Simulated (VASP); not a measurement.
# SrSi2H2 in VASP: single point with PBE

Aim: the single point of SrSi2H2 with PBE.

Program: VASP 6.6.1. These are calculated values, not measurements. Logs are shortened: lines on timing, memory, paths and dates and some standing lists are left out, and cuts for length are marked.

## (1) The cell of the first run

The typed cell holds 5 atoms: a = 4.354 Å, b = 4.354 Å, c = 4.657 Å, α = 90.00°, β = 90.00°, γ = 60.00°.

## (2) Single point, PBE

POSCAR

```
SrSi2H2
1.0
    2.1768170000      3.7703550000      0.0000000000
   -2.1768170000      3.7703550000      0.0000000000
    0.0000000000      0.0000000000      4.6566800000
Si H Sr
2 2 1
Direct
    0.3333000000      0.3334000000      0.4656000000
    0.6667000000      0.6666000000      0.5344000000
    0.3333000000      0.3334000000      0.1067000000
    0.6667000000      0.6666000000      0.8933000000
    0.0000000000      0.0000000000      0.0000000000
```

INCAR.step1

```
SYSTEM = SrSi2H2
ALGO     = Normal         ! electronic algorithm
EDIFF    = 1E-7           ! SCF threshold, eV
ENCUT    = 520            ! plane-wave cutoff, eV
GGA      = PE             ! functional
ISIF     = 2              ! what is computed and relaxed
ISMEAR   = -1             ! smearing method
LASPH    = .TRUE.         ! aspherical terms in the spheres
LCHARG   = .TRUE.         ! write CHGCAR
LREAL    = .FALSE.        ! projectors in reciprocal space
LWAVE    = .FALSE.        ! write WAVECAR
NBANDS   = 18             ! bands
NELM     = 80             ! most SCF steps
PREC     = Accurate       ! precision mode
SIGMA    = 0.1            ! smearing width, eV
```

KPOINTS.step1

```
k-points
0
G
  9 9 7
  0 0 0
```

INCAR.step2

```
SYSTEM = SrSi2H2
ALGO     = Normal         ! electronic algorithm
EDIFF    = 1E-7           ! SCF threshold, eV
ENCUT    = 520            ! plane-wave cutoff, eV
GGA      = PE             ! functional
ICHARG   = 11             ! starting density
ISIF     = 2              ! what is computed and relaxed
ISMEAR   = -5             ! smearing method
LASPH    = .TRUE.         ! aspherical terms in the spheres
LCHARG   = .FALSE.        ! write CHGCAR
LORBIT   = 11             ! projections on sites
LREAL    = .FALSE.        ! projectors in reciprocal space
LWAVE    = .FALSE.        ! write WAVECAR
NEDOS    = 1001           ! points of the DOS
NELM     = 80             ! most SCF steps
PREC     = Accurate       ! precision mode
SIGMA    = 0.1            ! smearing width, eV
```

KPOINTS.step2

```
k-points
0
G
  14 14 11
  0 0 0
```

Potentials or basis: VASP PAW PBE potentials, release 64 (Si, H, Sr_sv).

Launch:

```sh
cat potpaw_PBE.64/Si/POTCAR potpaw_PBE.64/H/POTCAR potpaw_PBE.64/Sr_sv/POTCAR > POTCAR
cp INCAR.step1 INCAR
cp KPOINTS.step1 KPOINTS
mpirun -np 1 vasp_std > vasp.out
cp INCAR.step2 INCAR
cp KPOINTS.step2 KPOINTS
mpirun -np 1 vasp_std > vasp.out
```

OUTCAR:

```text
SYSTEM = SrSi2H2
   EDIFF = 1E-7
   ENCUT = 520
   GGA = PE
   ICHARG = 11
   ISIF = 2
   ISMEAR = -5
   LASPH = .TRUE.
   LORBIT = 11
   LREAL = .FALSE.
   NELM = 80
   PREC = Accurate

 ion  position               nearest neighbor table
   1  0.333  0.333  0.466-   3 1.67   2 2.53   2 2.53   2 2.53   5 3.32   5 3.32   5 3.32   5 3.54
                             5 3.54   5 3.54
   2  0.667  0.667  0.534-   4 1.67   1 2.53   1 2.53   1 2.53   5 3.32   5 3.32   5 3.32   5 3.54
                             5 3.54   5 3.54
   3  0.333  0.333  0.107-   1 1.67   5 2.56   5 2.56   5 2.56
   4  0.667  0.667  0.893-   2 1.67   5 2.56   5 2.56   5 2.56
   5  0.000  0.000  0.000-   3 2.56   4 2.56   3 2.56   4 2.56   3 2.56   4 2.56   2 3.32   1 3.32
                             2 3.32   1 3.32   1 3.32   2 3.32   2 3.54   1 3.54   1 3.54   2 3.54

  LATTYP: Found a hexagonal cell.
 ALAT       =     4.3536317113
 C/A-ratio  =     1.0696081591

  Lattice vectors:

 A1 = (   2.1768170000,  -3.7703550000,   0.0000000000)
 A2 = (   2.1768170000,   3.7703550000,   0.0000000000)
 A3 = (   0.0000000000,   0.0000000000,   4.6566800000)

Analysis of symmetry for initial positions (statically):
=====================================================================
 Subroutine PRICEL returns:
 Original cell was already a primitive cell.

 Routine SETGRP: Setting up the symmetry group for a
 hexagonal supercell.

 Subroutine GETGRP returns: Found  4 space group operations
 (whereof  4 operations were pure point group operations)
 out of a pool of 24 trial point group operations.

The static configuration has the point symmetry C_2h.

Analysis of symmetry for dynamics (positions and initial velocities):
=====================================================================
 Subroutine PRICEL returns:
 Original cell was already a primitive cell.

 Routine SETGRP: Setting up the symmetry group for a
 hexagonal supercell.

 Subroutine GETGRP returns: Found  4 space group operations
 (whereof  4 operations were pure point group operations)
 out of a pool of 24 trial point group operations.

The dynamic configuration has the point symmetry C_2h.

 Subroutine INISYM returns: Found  4 space group operations
 (whereof  4 operations are pure point group operations),
 and found     1 'primitive' translations

----------------------------------------------------------------------------------------

                                     Primitive cell

  volume of cell :      76.4382

  direct lattice vectors                    reciprocal lattice vectors
     2.176817000  3.770355000  0.000000000     0.229693171  0.132613507  0.000000000
    -2.176817000  3.770355000  0.000000000    -0.229693171  0.132613507  0.000000000
     0.000000000  0.000000000  4.656680000     0.000000000  0.000000000  0.214745269

  length of vectors
     4.353631711  4.353631711  4.656680000     0.265226875  0.265226875  0.214745269

  position of ions in fractional coordinates (direct lattice)
     0.333300000  0.333400000  0.465600000
     0.666700000  0.666600000  0.534400000
     0.333300000  0.333400000  0.106700000
     0.666700000  0.666600000  0.893300000
     0.000000000  0.000000000  0.000000000

  ion indices of the primitive-cell ions
   primitive index   ion index
                 1           1
                 2           2
                 3           3
                 4           4
                 5           5

----------------------------------------------------------------------------------------

 KPOINTS: k-points

Automatic generation of k-mesh.
 Grid dimensions read from file:
 generate k-points for:   14   14   11

 Generating k-lattice:

  Cartesian coordinates                     Fractional coordinates (reciprocal lattice)
     0.016406655  0.009472393  0.000000000     0.071428571  0.000000000  0.000000000
    -0.016406655  0.009472393  0.000000000     0.000000000  0.071428571  0.000000000
     0.000000000  0.000000000  0.019522297     0.000000000  0.000000000  0.090909091

  Length of vectors
     0.018944777  0.018944777  0.019522297

  Shift w.r.t. Gamma in fractional coordinates (k-lattice)
     0.000000000  0.000000000  0.000000000

 TETIRR: Found   6451 inequivalent tetrahedra from    12936

 Subroutine IBZKPT returns following result:
 ===========================================

 Found    582 irreducible k-points:

 Following reciprocal coordinates:
            Coordinates               Weight
  0.000000  0.000000  0.000000      1.000000
  0.071429  0.000000  0.000000      4.000000
  0.000000  0.071429  0.000000      2.000000
  0.142857  0.000000  0.000000      4.000000
  0.000000  0.142857  0.000000      2.000000
  0.214286  0.000000  0.000000      4.000000
[... 16 lines left out ...]
 -0.071429  0.214286  0.000000      4.000000
  0.357143  0.071429  0.000000      4.000000
 [... further k-points ...]
   k-points           NKPTS =    582   k-points in BZ     NKDIM =    582   number of bands    NBANDS=     14
   number of dos      NEDOS =   1001   number of ions     NIONS =      5
   total plane-waves  NPLWV =  36864
   dimension x,y,z NGX =    32 NGY =   32 NGZ =   36
   dimension x,y,z NGXF=    64 NGYF=   64 NGZF=   72
   ions per type =               2   2   1
   NGX,Y,Z   is equivalent  to a cutoff of  12.22, 12.22, 12.85 a.u.
   NGXF,Y,Z  is equivalent  to a cutoff of  24.44, 24.44, 25.70 a.u.
 SYSTEM =  SrSi2H2
   PREC   = accura    normal or accurate (medium, high low for compatibility)
   ISTART =      0    job   : 0-new  1-cont  2-samecut
   ICHARG =     11    charge: 1-file 2-atom 10-const
   ISPIN  =      1    spin polarized calculation?
   LNONCOLLINEAR =      F non collinear calculations
   LSORBIT =      F    spin-orbit coupling
   LASPH  =      T    aspherical Exc in radial PAW
   ENCUT  =  520.0 eV  38.22 Ry    6.18 a.u.   8.09  8.09  8.66*2*pi/ulx,y,z
   NELM   =     80;   NELMIN=  2; NELMDL=  0     # of ELM steps
   EDIFF  = 0.1E-06   stopping-criterion for ELM
   LREAL  =      F    real-space projection
   EDIFFG = 0.1E-05   stopping-criterion for IOM
   NSW    =      0    number of steps for IOM
   IBRION =     -1    ionic relax: 0-MD 1-quasi-New 2-CG
   NFREE  =      0    steps in history (QN), initial steepest desc. (CG)
   ISIF   =      2    stress and relaxation
   ISYM   =      2    0-nonsym 1-usesym 2-fastsym
   POTIM  = 0.5000    time-step for ionic-motion
   TEBEG  =    0.0;   TEEND  =   0.0 temperature during run
   PSTRESS=    0.0 pullay stress
   NELECT =      20.0000    total number of electrons
   NUPDOWN=      -1.0000    fix difference up-down
   EMIN   =  10.00;   EMAX   =-10.00  energy-range for DOS
   EFERMI =   0.00;   METHOD = LEGACY
   ISMEAR =    -5;   SIGMA  =   0.10  broadening in eV -4-tet -1-fermi 0-gaus
   EFERMI_NEDOS =   21; number of points for ismear=-14 and -15
   IALGO  =     38    algorithm
   IMIX   =      4    mixing-type and parameters
     AMIX     =   0.40;   BMIX     =  1.00
     AMIX_MAG =   1.60;   BMIX_MAG =  1.00
  volume/ion in A,a.u.               =      15.29       103.17
  Fermi-wavevector in a.u.,A,eV,Ry     =   1.047083  1.978701 14.917208  1.096384
  Thomas-Fermi vector in A             =   2.181949
   LORBIT       =     11    0 simple, 1 ext, 2 COOP (PROOUT), +10 PAW based schemes
   GGA     = PE    functional components
   LHFCALC =     F    Hartree Fock is set to
   AEXX    =    0.0000 exact exchange contribution
   IVDW    =     0    specifies the selected vdW correction
   LEPSILON=     F    determine dielectric tensor
   LRPA    =     F    only Hartree local field effects (RPA)
 non-spin polarized calculation
 Fermi weights with tetrahedron method with Bloechl corrections
  energy-cutoff  :      520.00
  volume of cell :       76.44
 maximum number of plane-waves:      2080

 number of electron      20.0000001 magnetization

 Free energy of the ion-electron system (eV)
  ---------------------------------------------------
  ext. energy  EPLUGINS =         0.00000000
  ---------------------------------------------------
  free energy    TOTEN  =       -19.75231399 eV

  energy without entropy =      -19.75231399  energy(sigma->0) =      -19.75231399

 E-fermi :   5.6993     XC(G=0):  -9.5981

 val. band max:        5.7559964950   @ k =   0.3571  -0.4286   0.1818
 cond. band min:       5.6617772083   @ k =   0.4286   0.2143   0.0000
 fundamental gap:     -0.0942192867
 Fermi energy:         5.6993155562

 k-point     1 :       0.0000    0.0000    0.0000
  band No.  band energies     occupation
      1     -30.5699      2.00000
      2     -12.6042      2.00000
      3     -12.5823      2.00000
      4     -12.5823      2.00000
      5      -6.2170      2.00000
      6      -1.1673      2.00000
      7       0.3392      2.00000
      8       2.6396      2.00000
      9       2.6421      2.00000
     10       3.7300      2.00000
     11       6.5487      0.00000
     12       6.5518      0.00000
     13       7.9778      0.00000
     14       8.2397      0.00000

 k-point     2 :       0.0714    0.0000    0.0000
  band No.  band energies     occupation
      1     -30.5694      2.00000
      2     -12.6025      2.00000
      3     -12.5948      2.00000
      4     -12.5843      2.00000
      5      -6.1627      2.00000
      6      -1.2581      2.00000
      7       0.3806      2.00000
      8       2.3730      2.00000
      9       2.5991      2.00000
     10       4.0556      2.00000
[... 362 lines left out ...]
 k-point    24 :       0.3571    0.0714    0.0000
  band No.  band energies     occupation
      1     -30.5625      2.00000
      2     -12.7557      2.00000
      3     -12.6180      2.00000
      4     -12.5773      2.00000
      5      -5.1943      2.00000
      6      -2.6090      2.00000
      7       0.8304      2.00000
      8       1.2551      2.00000
      9       1.9415      2.00000
     10       4.4143      2.00000
     11       5.7941      0.38957
     12       6.2837      0.00000
     13       7.5501      0.00000
     14       8.0816      0.00000

 [... further k-points ...]
[... 5 lines left out ...]
  --------------------------------------------------------------------------------------
  -------------------------------------------------------------------------------------
  Total       -0.1155694     -0.1167027     -1.8890744     -0.0009815      0.0013442     -0.0023283
  in kB       -2.4223841     -2.4461368    -39.5957965     -0.0205734      0.0281754     -0.0488013
  external PRESSURE =     -14.8214392 kB  Pullay stress =       0.0000000 kB

 VOLUME and BASIS-vectors are now :
 -----------------------------------------------------------------------------
  energy-cutoff  :      520.00
  volume of cell :       76.44
      direct lattice vectors                 reciprocal lattice vectors
     2.176817000  3.770355000  0.000000000     0.229693171  0.132613507  0.000000000
    -2.176817000  3.770355000  0.000000000    -0.229693171  0.132613507  0.000000000
     0.000000000  0.000000000  4.656680000     0.000000000  0.000000000  0.214745269

 POSITION                                       TOTAL-FORCE (eV/Angst)
 -----------------------------------------------------------------------------------
     -0.00022      2.51370      2.16815         0.001040     -0.000600      1.074752
      0.00022      5.02701      2.48853        -0.001040      0.000600     -1.074752
     -0.00022      2.51370      0.49687         0.000537     -0.000310      0.291258
      0.00022      5.02701      4.15981        -0.000537      0.000310     -0.291258
      0.00000      0.00000      0.00000         0.000000     -0.000000      0.000000
 -----------------------------------------------------------------------------------
    total drift:                                0.000000      0.000000      0.000000

  FREE ENERGIE OF THE ION-ELECTRON SYSTEM (eV)
  ---------------------------------------------------
  free  energy   TOTEN  =       -19.7523139905 eV

  energy  without entropy=      -19.7523139905  energy(sigma->0) =      -19.75231399

 total charge

# of ion       s       p       d       tot
------------------------------------------
    1        0.791   0.815   0.000   1.606
    2        0.791   0.815   0.000   1.606
    3        0.536   0.012   0.000   0.548
    4        0.536   0.012   0.000   0.548
    5        2.006   5.763   0.248   8.017
--------------------------------------------------
tot          4.658   7.417   0.248  12.324
```

It took 5.7 min on 1 thread of Intel Xeon Platinum 8488C (Sapphire Rapids), shared host; peak memory 0.74 GiB.

What came out:

```
Valence electrons inside the program's atomic spheres : Si 1.61; H 0.55; Sr 8.02
```
